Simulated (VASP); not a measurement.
Crystal: Se.

```
Se
1.0
     2.86649    0.00000    0.00000
     0.00000    2.86649    0.00000
     0.00000    0.00000    2.86649
Se
1
Direct
  0.00000 0.00000 0.00000
```

```yaml
Program: VASP 6.6.1
Task: relaxation of cell and atoms
Functional: BLYP
Potentials_or_basis: VASP PAW PBE potentials, release 64 (Se)
Cutoff: 600 eV
k_mesh: 11 × 11 × 11
Occupations: fermi-dirac, width 0.1 eV
Spin: no spin polarisation
```

At the start: pressure 2.9 GPa; volume 23.55 Å³/atom.

Problem. Where does the relaxation end?

Solution. Over 3 steps the energy falls by 9.7 meV/atom and the volume is 24.67 Å³/atom (+4.8 %); space group Pm-3m (No. 221, to 0.05 Å).

The path:
```tsv
step	energy change (eV)	largest force (eV/Å)	pressure (GPa)	volume (Å³)
1	0.0000	0.0000	2.90	23.55
2	-0.0088	0.0000	-0.79	25.04
3	-0.0097	0.0000	0.01	24.67
```

Final structure:
```
Se
1.0
     2.91124    0.00000    0.00000
     0.00000    2.91124    0.00000
     0.00000    0.00000    2.91124
Se
1
Direct
  0.00000 0.00000 0.00000
```

Caveat: the PAW data sets were made with another functional, which shifts forces and pressure a little.
